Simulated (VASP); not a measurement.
A run of VASP 6.6.1 is set up as follows.

INCAR

```
SYSTEM = Bi
PREC     = Accurate       ! precision mode
ENCUT    = 520            ! plane-wave cutoff, eV
EDIFF    = 1E-7           ! SCF threshold, eV
ISMEAR   = 0              ! smearing method
SIGMA    = 0.15           ! smearing width, eV
LREAL    = .FALSE.        ! projectors in reciprocal space
LASPH    = .TRUE.         ! aspherical terms in the spheres
NELM     = 100            ! most SCF steps
ALGO     = Fast           ! electronic algorithm
ISIF     = 2              ! what is computed and relaxed
LWAVE    = .FALSE.        ! write WAVECAR
LCHARG   = .TRUE.         ! write CHGCAR
GGA      = PE             ! functional
IVDW     = 12             ! dispersion correction
LELF     = .TRUE.         ! ELF
LVHAR    = .TRUE.       
NBANDS   = 14             ! bands
```

File KPOINTS:

```
regular mesh
0
G
  18 18 18
  0 0 0
```

Contents of POSCAR:

```
Bi
1.0
   -1.7300149530      1.7300149530      2.5137117268
    1.7300149530     -1.7300149530      2.5137117268
    1.7300149530      1.7300149530     -2.5137117268
Bi
1
Direct
    0.0000000000      0.0000000000      0.0000000000
```

Potentials or basis: VASP PAW PBE potentials, release 64 (Bi_d).

Command:

```bash
$ cat potpaw_PBE.64/Bi_d/POTCAR > POTCAR
$ mpirun -np 1 vasp_std > vasp.out
```

**Question.** What does it give for the dispersion energy per atom?

**Answer.** -0.524 eV.

**Question.** What does it give for the pressure?

**Answer.** 0.3 GPa.

Stress tensor (GPa, compression positive):
```
0.17 0.00 0.00
0.00 0.17 0.00
0.00 0.00 0.42
```

Caveat: pairwise dispersion overbinds metals, which lowers pressure and volume.
